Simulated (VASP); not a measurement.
# S in VASP: single point with PBEsol

Aim: the single point of S with PBEsol.

All numbers are computed with VASP 6.6.1; they aren't measurements. Logs are shortened: lines on timing, memory, paths and dates and some standing lists are left out, and cuts for length are marked.

### 1 The cell of the first run

The cell holds a slab with vacuum, 5 atoms: a = 2.820 Å, b = 2.820 Å, c = 23.977 Å, α = 90.00°, β = 90.00°, γ = 90.00°.

### 2 Single point, PBEsol

File INCAR:

```
PREC     = Accurate       # precision mode
ENCUT    = 400            # plane-wave cutoff, eV
EDIFF    = 1E-6           # SCF threshold, eV
ISMEAR   = -1             # smearing method
SIGMA    = 0.1            # smearing width, eV
LREAL    = False          # projectors in reciprocal space
LASPH    = True           # aspherical terms in the spheres
NELM     = 120            # most SCF steps
ALGO     = Normal         # electronic algorithm
ISIF     = 2              # what is computed and relaxed
LWAVE    = False          # write WAVECAR
LCHARG   = False          # write CHGCAR
LDIPOL   = True         
IDIPOL   = 3            
DIPOL    = 0.5 0.5 0.500
GGA      = PS             # functional
NBANDS   = 23             # bands
GGA_COMPAT= False        
NELMDL   = -8
```

File KPOINTS:

```
regular mesh
0
Gamma
  6 6 1
```

File POSCAR:

```
S
1.0
    2.8204368181      0.0000000000      0.0000000000
    0.0000000000      2.8204368181      0.0000000000
    0.0000000000      0.0000000000     23.9774000000
S
5
Direct
    0.0000000000      0.0000000000      0.3336475181
    0.5000000000      0.5000000000      0.4168237590
    1.0000000000      1.0000000000      0.5000000000
    0.5000000000      0.5000000000      0.5831762410
    1.0000000000      1.0000000000      0.6663524819
```

Potentials or basis: VASP PAW PBE potentials, release 64 (S).

On the command line:

```sh
cat potpaw_PBE.64/S/POTCAR > POTCAR
mpirun -np 1 vasp_std > vasp.out
```

OUTCAR:

```text
PREC = Accurate
   ENCUT = 400
   EDIFF = 1E-6
   ISMEAR = -1
   LREAL = False
   LASPH = True
   NELM = 120
   ISIF = 2
   GGA = PS
   NELMDL = -8

 ion  position               nearest neighbor table
   1  0.000  0.000  0.334-
   2  0.500  0.500  0.417-
   3  0.000  0.000  0.500-
   4  0.500  0.500  0.583-
   5  0.000  0.000  0.666-

  LATTYP: Found a simple tetragonal cell.
 ALAT       =     2.8204368181
 C/A-ratio  =     8.5013072607

  Lattice vectors:

 A1 = (   2.8204368181,   0.0000000000,   0.0000000000)
 A2 = (   0.0000000000,   2.8204368181,   0.0000000000)
 A3 = (   0.0000000000,   0.0000000000,  23.9774000000)

Analysis of symmetry for initial positions (statically):
=====================================================================
 Subroutine PRICEL returns:
 Original cell was already a primitive cell.

 Routine SETGRP: Setting up the symmetry group for a
 simple tetragonal supercell.

 Subroutine GETGRP returns: Found 16 space group operations
 (whereof 16 operations were pure point group operations)
 out of a pool of 16 trial point group operations.

The static configuration has the point symmetry D_4h.

Analysis of symmetry for dynamics (positions and initial velocities):
=====================================================================
 Subroutine PRICEL returns:
 Original cell was already a primitive cell.

 Routine SETGRP: Setting up the symmetry group for a
 simple tetragonal supercell.

 Subroutine GETGRP returns: Found 16 space group operations
 (whereof 16 operations were pure point group operations)
 out of a pool of 16 trial point group operations.

The dynamic configuration has the point symmetry D_4h.

 Subroutine INISYM returns: Found 16 space group operations
 (whereof 16 operations are pure point group operations),
 and found     1 'primitive' translations

----------------------------------------------------------------------------------------

                                     Primitive cell

  volume of cell :     190.7370

  direct lattice vectors                    reciprocal lattice vectors
     2.820436818  0.000000000  0.000000000     0.354555008  0.000000000  0.000000000
     0.000000000  2.820436818  0.000000000     0.000000000  0.354555008  0.000000000
     0.000000000  0.000000000 23.977400000     0.000000000  0.000000000  0.041705940

  length of vectors
     2.820436818  2.820436818 23.977400000     0.354555008  0.354555008  0.041705940

  position of ions in fractional coordinates (direct lattice)
     0.000000000  0.000000000  0.333647518
     0.500000000  0.500000000  0.416823759
     0.000000000  0.000000000  0.500000000
     0.500000000  0.500000000  0.583176241
     0.000000000  0.000000000  0.666352482

  ion indices of the primitive-cell ions
   primitive index   ion index
                 1           1
                 2           2
                 3           3
                 4           4
                 5           5

----------------------------------------------------------------------------------------

 KPOINTS: regular mesh

Automatic generation of k-mesh.
 Grid dimensions read from file:
 generate k-points for:    6    6    1

 Generating k-lattice:

  Cartesian coordinates                     Fractional coordinates (reciprocal lattice)
     0.059092501  0.000000000  0.000000000     0.166666667  0.000000000  0.000000000
     0.000000000  0.059092501  0.000000000     0.000000000  0.166666667  0.000000000
     0.000000000  0.000000000  0.041705940     0.000000000  0.000000000  1.000000000

  Length of vectors
     0.059092501  0.059092501  0.041705940

  Shift w.r.t. Gamma in fractional coordinates (k-lattice)
     0.000000000  0.000000000  0.000000000

 Subroutine IBZKPT returns following result:
 ===========================================

 Found     10 irreducible k-points:

 Following reciprocal coordinates:
            Coordinates               Weight
  0.000000  0.000000  0.000000      1.000000
  0.166667  0.000000  0.000000      4.000000
  0.333333  0.000000  0.000000      4.000000
  0.500000  0.000000  0.000000      2.000000
  0.166667  0.166667  0.000000      4.000000
  0.333333  0.166667  0.000000      8.000000
  0.500000  0.166667  0.000000      4.000000
  0.333333  0.333333  0.000000      4.000000
  0.500000  0.333333  0.000000      4.000000
  0.500000  0.500000  0.000000      1.000000
   k-points           NKPTS =     10   k-points in BZ     NKDIM =     10   number of bands    NBANDS=     23
   number of dos      NEDOS =    301   number of ions     NIONS =      5
   total plane-waves  NPLWV =  51840
   dimension x,y,z NGX =    18 NGY =   18 NGZ =  160
   dimension x,y,z NGXF=    36 NGYF=   36 NGZF=  320
   ions per type =               5
   NGX,Y,Z   is equivalent  to a cutoff of  10.61, 10.61, 11.09 a.u.
   NGXF,Y,Z  is equivalent  to a cutoff of  21.22, 21.22, 22.19 a.u.
 SYSTEM =  unknown system
   PREC   = accura    normal or accurate (medium, high low for compatibility)
   ISTART =      0    job   : 0-new  1-cont  2-samecut
   ICHARG =      2    charge: 1-file 2-atom 10-const
   ISPIN  =      1    spin polarized calculation?
   LNONCOLLINEAR =      F non collinear calculations
   LSORBIT =      F    spin-orbit coupling
   LASPH  =      T    aspherical Exc in radial PAW
   ENCUT  =  400.0 eV  29.40 Ry    5.42 a.u.   4.60  4.60 39.10*2*pi/ulx,y,z
   NELM   =    120;   NELMIN=  2; NELMDL= -8     # of ELM steps
   EDIFF  = 0.1E-05   stopping-criterion for ELM
   LREAL  =      F    real-space projection
   EDIFFG = 0.1E-04   stopping-criterion for IOM
   NSW    =      0    number of steps for IOM
   IBRION =     -1    ionic relax: 0-MD 1-quasi-New 2-CG
   NFREE  =      0    steps in history (QN), initial steepest desc. (CG)
   ISIF   =      2    stress and relaxation
   ISYM   =      2    0-nonsym 1-usesym 2-fastsym
   POTIM  = 0.5000    time-step for ionic-motion
   TEBEG  =    0.0;   TEEND  =   0.0 temperature during run
   PSTRESS=    0.0 pullay stress
   NELECT =      30.0000    total number of electrons
   NUPDOWN=      -1.0000    fix difference up-down
   EMIN   =  10.00;   EMAX   =-10.00  energy-range for DOS
   EFERMI =   0.00;   METHOD = LEGACY
   ISMEAR =    -1;   SIGMA  =   0.10  broadening in eV -4-tet -1-fermi 0-gaus
   EFERMI_NEDOS =   21; number of points for ismear=-14 and -15
   IALGO  =     38    algorithm
   IMIX   =      4    mixing-type and parameters
     AMIX     =   0.40;   BMIX     =  1.00
     AMIX_MAG =   1.60;   BMIX_MAG =  1.00
  volume/ion in A,a.u.               =      38.15       257.43
  Fermi-wavevector in a.u.,A,eV,Ry     =   0.883698  1.669946 10.625079  0.780921
  Thomas-Fermi vector in A             =   2.004498
   LORBIT       =      0    0 simple, 1 ext, 2 COOP (PROOUT), +10 PAW based schemes
   GGA     = PS    functional components
   LHFCALC =     F    Hartree Fock is set to
   AEXX    =    0.0000 exact exchange contribution
   IVDW    =     0    specifies the selected vdW correction
   LEPSILON=     F    determine dielectric tensor
   LRPA    =     F    only Hartree local field effects (RPA)
 non-spin polarized calculation
  energy-cutoff  :      400.00
  volume of cell :      190.74
 maximum number of plane-waves:      3563
   NGX =  9   NGY =  9   NGZ = 79

 dipolmoment           0.000000      0.000000      0.000000 electrons x Angstroem

 number of electron      29.9999984 magnetization

 dipolmoment           0.000000      0.000000     -0.000000 electrons x Angstroem

 Free energy of the ion-electron system (eV)
  ---------------------------------------------------
  ext. energy  EPLUGINS =         0.00000000
  ---------------------------------------------------
  free energy    TOTEN  =       -16.34058150 eV

  energy without entropy =      -16.18539554  energy(sigma->0) =      -16.26298852

 E-fermi :  -0.2800     XC(G=0):  -5.4166

 val. band max:       -0.2931505183   @ k =   0.5000   0.3333   0.0000
 cond. band min:      -0.2788161540   @ k =   0.5000   0.1667   0.0000
 fundamental gap:      0.0143343644
 Fermi energy:        -0.2799791456

 k-point     1 :       0.0000    0.0000    0.0000
  band No.  band energies     occupation
      1     -16.7531      2.00000
      2     -15.9380      2.00000
      3     -14.6628      2.00000
      4     -13.2208      2.00000
      5     -11.8485      2.00000
      6      -5.9792      2.00000
[... 15 lines left out ...]
     22       5.0746      0.00000
     23       5.4413      0.00000

 k-point     2 :       0.1667    0.0000    0.0000
  band No.  band energies     occupation
      1     -16.3218      2.00000
      2     -15.5246      2.00000
      3     -14.2846      2.00000
      4     -12.9191      2.00000
      5     -11.6871      2.00000
      6      -5.6684      2.00000
[... 15 lines left out ...]
     22       5.5207      0.00000
     23       6.0372      0.00000

 k-point     3 :       0.3333    0.0000    0.0000
  band No.  band energies     occupation
      1     -15.0789      2.00000
      2     -14.3657      2.00000
      3     -13.3035      2.00000
      4     -12.3384      2.00000
      5     -11.7830      2.00000
      6      -6.4237      2.00000
[... 15 lines left out ...]
     22       6.7822      0.00000
     23       7.4377      0.00000
[... 131 lines left out ...]
 k-point     9 :       0.5000    0.3333    0.0000
  band No.  band energies     occupation
      1     -12.0009      2.00000
      2     -11.8555      2.00000
      3     -11.8112      2.00000
      4     -11.3120      2.00000
      5     -11.2628      2.00000
      6      -5.8471      2.00000
[... 15 lines left out ...]
     22       6.4222      0.00000
     23       6.5085      0.00000

 k-point    10 :       0.5000    0.5000    0.0000
  band No.  band energies     occupation
      1     -11.2631      2.00000
      2     -11.1482      2.00000
      3     -11.1172      2.00000
      4     -10.6548      2.00000
      5     -10.6363      2.00000
      6      -6.4859      2.00000
[... 15 lines left out ...]
     22       6.0530      0.00000
     23       6.0596      0.00000

------------------------ aborting loop because EDIFF is reached ----------------------------------------

 vacuum level on the upper side and lower side of the slab       (xc-potential included)        -0.323        -0.323

  FORCE on cell =-STRESS in cart. coord.  units (eV):
  Direction    XX          YY          ZZ          XY          YZ          ZX
  --------------------------------------------------------------------------------------
  -------------------------------------------------------------------------------------
  Total       -4.9655910     -4.9655910     -3.2469998      0.0000000     -0.0000000      0.0000000
  in kB      -41.7106239    -41.7106239    -27.2745762      0.0000000     -0.0000000      0.0000000
  external PRESSURE =     -36.8986080 kB  Pullay stress =       0.0000000 kB

 VOLUME and BASIS-vectors are now :
 -----------------------------------------------------------------------------
  energy-cutoff  :      400.00
  volume of cell :      190.74
      direct lattice vectors                 reciprocal lattice vectors
     2.820436818  0.000000000  0.000000000     0.354555008  0.000000000  0.000000000
     0.000000000  2.820436818  0.000000000     0.000000000  0.354555008  0.000000000
     0.000000000  0.000000000 23.977400000     0.000000000  0.000000000  0.041705940

 POSITION                                       TOTAL-FORCE (eV/Angst)
 -----------------------------------------------------------------------------------
      0.00000      0.00000      8.00000        -0.000000      0.000000      0.503253
      1.41022      1.41022      9.99435        -0.000000      0.000000     -0.195432
      0.00000      0.00000     11.98870        -0.000000      0.000000      0.000000
      1.41022      1.41022     13.98305         0.000000      0.000000      0.195432
      0.00000      0.00000     15.97740        -0.000000      0.000000     -0.503253
 -----------------------------------------------------------------------------------
    total drift:                                0.000000      0.000000      0.000000

  FREE ENERGIE OF THE ION-ELECTRON SYSTEM (eV)
  ---------------------------------------------------
  free  energy   TOTEN  =       -16.3405815011 eV

  energy  without entropy=      -16.1853955368  energy(sigma->0) =      -16.26298852

 vacuum level on the upper side and lower side of the slab         5.115         5.115
```

Run time: 63 s. Hardware: 1 thread of AMD EPYC 7R43 (Zen 3), shared host; peak memory 0.17 GiB.

Results:

```yaml
Free_energy: -16.3406 eV
Largest_force: 0.503 eV/Å
Band_gap_on_the_k_mesh: zero (bands 15 and 16 overlap by 2.63 eV)
```

Forces on the atoms (eV/Å):
```
S    0.000  0.000  0.503
S    0.000  0.000 -0.195
S    0.000  0.000  0.000
S    0.000  0.000  0.195
S    0.000  0.000 -0.503
```

Caveat: the k points lie up to 0.37 Å⁻¹ apart, too coarse for converged energies and pressures of a metal; the PAW data sets were made with another functional, which shifts forces and pressure a little.
